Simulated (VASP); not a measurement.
Runs of VASP 6.6.1 on IrAu3. The structure is that of space group Fm-3m (No. 225), or close to it. The cells are those of the table. 

| task | spin | cell | k mesh | cutoff (eV) | gap on the mesh (eV) | pressure (GPa) |
| --- | --- | --- | --- | --- | --- | --- |
| single point | off | a = 4.590 Å, angles 60.0°, 4 atoms | 6 × 6 × 6 | 520 | none | -0.2 |
| single point | off | a = 4.590 Å, angles 60.0°, 4 atoms | 12 × 12 × 12 | 520 | none | -0.1 |
| single point | off | a = 4.489 Å, angles 60.0°, 4 atoms | 6 × 6 × 6 | 520 | none | (a) |
| single point | collinear, ferromagnetic start | a = 4.590 Å, angles 60.0°, 4 atoms | 4 × 4 × 4 | 520 | none | -0.4 |
| relaxation of cell and atoms | off | relaxed from a = 4.590 Å, angles 60.0°, 4 atoms | 12 × 12 × 12 | 600 | none | -0.1 |
| relaxation of cell and atoms | off | relaxed from a = 4.489 Å, angles 60.0°, 4 atoms | 6 × 6 × 6 | 600 | none | -0.1 |

Alike in all rows: level PBE; potentials or basis VASP PAW PBE potentials, release 64 (Ir, Au); smearing gaussian 0.1 eV.

Question: Fill in the values left out.

Answer: (a) 13.6.

Caveats: some runs use coarse meshes; spin-orbit coupling is left out, which moves the levels of the heavy elements; the relaxation stopped at its first step, so nothing moved (some runs).

A k mesh can miss the band edges, and the runs leave out spin-orbit coupling on Au, Ir.

A gap of «none» marks levels without a gap at the run's occupations.
